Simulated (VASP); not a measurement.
# Ir (Fm-3m) in VASP: notebook, part 2 of 2

VASP 6.6.1. Earlier steps stand in the parts before.

## (4) Single point, PBE0

This run uses another cell than the first one, of 14.06 Å³/atom.

The input, POSCAR:

```
Ir
1.0
    0.0000000000      1.9156000000      1.9156000000
    1.9156000000      0.0000000000      1.9156000000
    1.9156000000      1.9156000000      0.0000000000
Ir
1
Direct
    0.0000000000      0.0000000000      0.0000000000
```

The input, INCAR.step1:

```
  ALGO = Normal
  EDIFF = 1E-5
  ENCUT = 520
  GGA = PE
  ISIF = 2
  ISMEAR = -1
  LASPH = True
  LCHARG = False
  LREAL = False
  LWAVE = True
  NBANDS = 10
  NELM = 60
  PREC = Accurate
  SIGMA = 0.05
```

The input, INCAR.step2:

```
  AEXX = 0.25
  ALGO = Normal
  EDIFF = 1E-7
  ENCUT = 520
  GGA = PE
  ISIF = 2
  ISMEAR = -1
  ISTART = 1
  LASPH = True
  LCHARG = False
  LHFCALC = True
  LREAL = False
  LWAVE = False
  NBANDS = 10
  NELM = 60
  PREC = Accurate
  PRECFOCK = Normal
  SIGMA = 0.05
```

The input, KPOINTS:

```
k-points
0
Gamma
  6 6 6
```

Launch:

```sh
> cat potpaw_PBE.64/Ir/POTCAR > POTCAR
> cp INCAR.step1 INCAR
> mpirun -np 1 vasp_std > vasp.out
> cp INCAR.step2 INCAR
> mpirun -np 1 vasp_std > vasp.out
```

Run time: 6.4 min. Hardware: 1 thread of Intel Xeon Platinum 8259CL at 2.50GHz (Skylake/Cascade Lake), shared host; peak memory 0.15 GiB.

It converged, with:

```
Free energy            : -10.9045 eV
Pressure               : 0.7 GPa
Band gap on the k mesh : zero (an odd number of electrons rules out a gap without spin polarisation)
```

Levels at points of the mesh, in eV from the Fermi level:
| k point | band 1 | band 2 | band 3 | band 4 | band 5 | band 6 | band 7 | band 8 |
| --- | --- | --- | --- | --- | --- | --- | --- | --- |
| (0.00, 0.00, 0.00) | -12.08 | -4.31 | -4.31 | -4.31 | -1.48 | -1.48 | 16.53 | 22.40 |
| (0.50, 0.00, 0.00) | -8.89 | -4.55 | -4.55 | -0.60 | 2.11 | 2.11 | 9.48 | 16.04 |
| (0.50, 0.50, 0.00) | -8.84 | -8.12 | 1.67 | 2.79 | 2.79 | 2.84 | 12.95 | 13.86 |

Caveat: the k points lie up to 0.47 Å⁻¹ apart, too coarse for converged energies and pressures of a metal; the PAW data sets were made with another functional, which shifts forces and pressure a little; spin-orbit coupling is left out, which moves the levels of the heavy elements.

## (5) Single point, PBE0

This run uses another cell than the first one, of 14.34 Å³/atom.

The input, POSCAR:

```
Ir
1.0
    0.0000000000      1.9282864624      1.9282864624
    1.9282864624      0.0000000000      1.9282864624
    1.9282864624      1.9282864624      0.0000000000
Ir
1
Direct
    0.0000000000      0.0000000000      0.0000000000
```

The input, INCAR.step1:

```
SYSTEM = Ir
ALGO = Normal
EDIFF = 1E-5
ENCUT = 520
GGA = PE
ISIF = 2
ISMEAR = -1
LASPH = .TRUE.
LCHARG = .FALSE.
LREAL = .FALSE.
LWAVE = .TRUE.
NBANDS = 10
NELM = 60
PREC = Accurate
SIGMA = 0.05
```

The input, INCAR.step2:

```
SYSTEM = Ir
AEXX = 0.25
ALGO = Normal
EDIFF = 1E-7
ENCUT = 520
GGA = PE
ISIF = 2
ISMEAR = -1
ISTART = 1
LASPH = .TRUE.
LCHARG = .FALSE.
LHFCALC = .TRUE.
LREAL = .FALSE.
LWAVE = .FALSE.
NBANDS = 10
NELM = 60
PREC = Accurate
PRECFOCK = Normal
SIGMA = 0.05
```

The input, KPOINTS:

```
k-points
0
G
  6 6 6
  0 0 0
```

Potentials or basis: VASP PAW PBE potentials, release 64 (Ir).

Launch:

```sh
> cat potpaw_PBE.64/Ir/POTCAR > POTCAR
> cp INCAR.step1 INCAR
> mpirun -np 1 vasp_std > vasp.out
> cp INCAR.step2 INCAR
> mpirun -np 1 vasp_std > vasp.out
```

OUTCAR:

```text
SYSTEM = Ir
   AEXX = 0.25
   EDIFF = 1E-7
   ENCUT = 520
   GGA = PE
   ISIF = 2
   ISMEAR = -1
   ISTART = 1
   LASPH = .TRUE.
   LHFCALC = .TRUE.
   LREAL = .FALSE.
   NELM = 60
   PREC = Accurate
   PRECFOCK = Normal

 ion  position               nearest neighbor table
   1  0.000  0.000  0.000-

  LATTYP: Found a face centered cubic cell.
 ALAT       =     3.8565729248

  Lattice vectors:

 A1 = (   0.0000000000,   1.9282864624,   1.9282864624)
 A2 = (   1.9282864624,   0.0000000000,   1.9282864624)
 A3 = (   1.9282864624,   1.9282864624,   0.0000000000)

Analysis of symmetry for initial positions (statically):
=====================================================================
 Subroutine PRICEL returns:
 Original cell was already a primitive cell.

 Routine SETGRP: Setting up the symmetry group for a
 face centered cubic supercell.

 Subroutine GETGRP returns: Found 48 space group operations
 (whereof 48 operations were pure point group operations)
 out of a pool of 48 trial point group operations.

The static configuration has the point symmetry O_h .

[... 160 lines left out ...]
 fundamental gap:      0.7410626319
 Fermi energy:         9.1462636023

 k-point     1 :       0.0000    0.0000    0.0000
  band No.  band energies     occupation
      1      -2.7141      2.00000
      2       4.9502      2.00000
      3       4.9502      2.00000
      4       4.9502      2.00000
      5       7.6853      2.00000
      6       7.6853      2.00000
      7      25.6976      0.00000
      8      31.4442      0.00000
      9      31.4442      0.00000
     10      31.4442      0.00000
[... 183 lines left out ...]
 k-point    16 :      -0.3333    0.5000    0.1667
  band No.  band energies     occupation
      1       1.7150      2.00000
      2       2.4668      2.00000
      3       6.0049      2.00000
      4       8.0638      2.00000
      5      11.9105      0.00000
      6      17.6844      0.00000
      7      19.7172      0.00000
      8      21.8024      0.00000
      9      24.3341      0.00000
     10      36.3198      0.00000

------------------------ aborting loop because EDIFF is reached ----------------------------------------

  FORCE on cell =-STRESS in cart. coord.  units (eV):
  Direction    XX          YY          ZZ          XY          YZ          ZX
  --------------------------------------------------------------------------------------
  -------------------------------------------------------------------------------------
  Total       -0.6179681     -0.6179681     -0.6179681     -0.0000000      0.0000000      0.0000000
  in kB      -69.0449553    -69.0449553    -69.0449553     -0.0000000      0.0000000      0.0000000
  external PRESSURE =     -69.0449553 kB  Pullay stress =       0.0000000 kB

 VOLUME and BASIS-vectors are now :
 -----------------------------------------------------------------------------
  energy-cutoff  :      520.00
  volume of cell :       14.34
      direct lattice vectors                 reciprocal lattice vectors
     0.000000000  1.928286462  1.928286462    -0.259297573  0.259297573  0.259297573
     1.928286462  0.000000000  1.928286462     0.259297573 -0.259297573  0.259297573
     1.928286462  1.928286462  0.000000000     0.259297573  0.259297573 -0.259297573

 POSITION                                       TOTAL-FORCE (eV/Angst)
 -----------------------------------------------------------------------------------
      0.00000      0.00000      0.00000         0.000000     -0.000000      0.000000
 -----------------------------------------------------------------------------------
    total drift:                               -0.000000     -0.000000     -0.000000

  FREE ENERGIE OF THE ION-ELECTRON SYSTEM (eV)
  ---------------------------------------------------
  free  energy   TOTEN  =       -10.8991118639 eV

  energy  without entropy=      -10.8923741328  energy(sigma->0) =      -10.89574300
```

Run time: 6.5 min. Hardware: 1 thread of Intel Xeon Platinum 8259CL at 2.50GHz (Skylake/Cascade Lake), shared host; peak memory 0.14 GiB.

What came out:

| Quantity | Value |
| --- | --- |
| Free energy | -10.8991 eV |
| Pressure | -6.9 GPa |
| Band gap on the k mesh | zero (an odd number of electrons rules out a gap without spin polarisation) |

Caveat: the k points lie up to 0.47 Å⁻¹ apart, too coarse for converged energies and pressures of a metal; the PAW data sets were made with another functional, which shifts forces and pressure a little; spin-orbit coupling is left out, which moves the levels of the heavy elements.

## (6) The runs side by side

```csv
cell,gap on the mesh (eV),pressure (GPa)
"a = 2.672 Å, angles 60.0°, 1 atom",none,18.9
"a = 2.691 Å, angles 60.0°, 1 atom",none,9.2
"a = 2.709 Å, angles 60.0°, 1 atom",none,0.7
"a = 2.727 Å, angles 60.0°, 1 atom",none,-6.9
```

Alike in all rows: task single point; level PBE0; potentials or basis VASP PAW PBE potentials, release 64 (Ir); no spin polarisation; k mesh 6 × 6 × 6; cutoff (eV) 520; smearing fermi-dirac 0.05 eV.

Caveats: all runs use coarse meshes; the PAW data sets were made with another functional, which shifts forces and pressure a little; spin-orbit coupling is left out, which moves the levels of the heavy elements.

Absolute energies hang on the potentials; compare differences alone.
